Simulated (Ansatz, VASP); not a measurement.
# AlN in VASP and in Ansatz

Contents of POSCAR:

```
AlN
1.0
    2.1849006262     -2.1849006262      0.0000000000
    2.1849006262      0.0000000000     -2.1849006262
   10.5604986866      7.8291544138      7.8291544138
Al N
6 6
Direct
    0.8350701400     -0.1649298600      0.3958000000
    0.2378534733      0.2378534733      0.2291333333
    0.4322868067      0.4322868067      0.5624666667
    0.6267201400      0.6267201400      0.8958000000
    0.0295034733      0.0295034733      0.7291333333
    0.6406368067      0.6406368067      0.0624666667
    0.4843743067      0.4843743067      0.4374666667
    0.8871576400      0.8871576400      0.2708000000
    0.0815909733      0.0815909733      0.6041333333
    0.2760243067      0.2760243067      0.9374666667
   -0.3211923600     -0.3211923600      0.7708000000
    0.2899409733      0.2899409733      0.1041333333
```

The input INCAR.step1:

```
SYSTEM = AlN
PREC     = Accurate       ! precision mode
ENCUT    = 520            ! plane-wave cutoff, eV
ISMEAR   = 0              ! smearing method
SIGMA    = 0.05           ! smearing width, eV
LREAL    = .FALSE.        ! projectors in reciprocal space
LASPH    = .TRUE.         ! aspherical terms in the spheres
NELM     = 80             ! most SCF steps
NBANDS   = 36             ! bands
GGA      = PE             ! functional
ALGO     = Normal         ! electronic algorithm
EDIFF    = 1E-4           ! SCF threshold, eV
LWAVE    = .TRUE.         ! write WAVECAR
LCHARG   = .FALSE.        ! write CHGCAR
```

Contents of INCAR.step2:

```
SYSTEM = AlN
PREC     = Accurate       ! precision mode
ENCUT    = 520            ! plane-wave cutoff, eV
EDIFF    = 1E-6           ! SCF threshold, eV
ISMEAR   = 0              ! smearing method
SIGMA    = 0.05           ! smearing width, eV
LREAL    = .FALSE.        ! projectors in reciprocal space
LASPH    = .TRUE.         ! aspherical terms in the spheres
NELM     = 80             ! most SCF steps
ALGO     = Normal         ! electronic algorithm
ISIF     = 2              ! what is computed and relaxed
LWAVE    = .FALSE.        ! write WAVECAR
LCHARG   = .FALSE.        ! write CHGCAR
METAGGA  = R2SCAN         ! meta-GGA
LMIXTAU  = .TRUE.       
NBANDS   = 36             ! bands
ISTART   = 1
```

KPOINTS

```
regular mesh
0
G
  8 8 2
  0 0 0
```

Input for Ansatz:

```yaml
crystal:
  lattice:
    - [2.1849006262, -2.1849006262, 0.0]
    - [2.1849006262, 0.0, -2.1849006262]
    - [10.5604986866, 7.8291544138, 7.8291544138]
  atoms:
    - { symbol: Al, position: [0.83507014, -0.16492986, 0.3958] }
    - { symbol: Al, position: [0.2378534733, 0.2378534733, 0.2291333333] }
    - { symbol: Al, position: [0.4322868067, 0.4322868067, 0.5624666667] }
    - { symbol: Al, position: [0.62672014, 0.62672014, 0.8958] }
    - { symbol: Al, position: [0.0295034733, 0.0295034733, 0.7291333333] }
    - { symbol: Al, position: [0.6406368067, 0.6406368067, 0.0624666667] }
    - { symbol: "N", position: [0.4843743067, 0.4843743067, 0.4374666667] }
    - { symbol: "N", position: [0.88715764, 0.88715764, 0.2708] }
    - { symbol: "N", position: [0.0815909733, 0.0815909733, 0.6041333333] }
    - { symbol: "N", position: [0.2760243067, 0.2760243067, 0.9374666667] }
    - { symbol: "N", position: [-0.32119236, -0.32119236, 0.7708] }
    - { symbol: "N", position: [0.2899409733, 0.2899409733, 0.1041333333] }
basis:
  ecutwfc: 500
kpoints:
  mp_grid: { grid: [8, 8, 2] }
hamiltonian:
  xc: r2scan
scf:
  occupations: { method: gaussian, width: 0.05 }
output:
  forces: true
  stress: true
  eigenvalues: true
```

Alike in both runs: task single point; functional r2SCAN; k mesh 8 × 8 × 2; occupations gaussian, width 0.05 eV; no spin polarisation.

```csv
,VASP,Ansatz
version,VASP 6.6.1,Ansatz 0.2.0
potentials or method,"VASP PAW PBE potentials, release 64 (Al, N), cutoff 520 eV","scalar-relativistic, plane waves, PAW"
valence electrons in the cell,48,48
```

Ansatz gave:

| Item | Value |
| --- | --- |
| gap on the k mesh at the Fermi level (eV) | 3.23 |
| least direct gap on the mesh (eV) | 3.37 |
| pressure (GPa) | -0.3 |
| traceless stress, the component that is largest in VASP (GPa) | 5.53 |
| rms of the force components (eV/Å) | 0.406 |

Question: What did VASP give for the same quantities?

Answer: gap on the k mesh at the Fermi level (eV): 3.22; least direct gap on the mesh (eV): 3.36; pressure (GPa): -0.7; traceless stress, the component that is largest in VASP (GPa): 5.54; rms of the force components (eV/Å): 0.404.

VASP's potentials were made for PBE, not for r2SCAN. Atom by atom the forces differ by 0.005 eV/Å (rms over components).
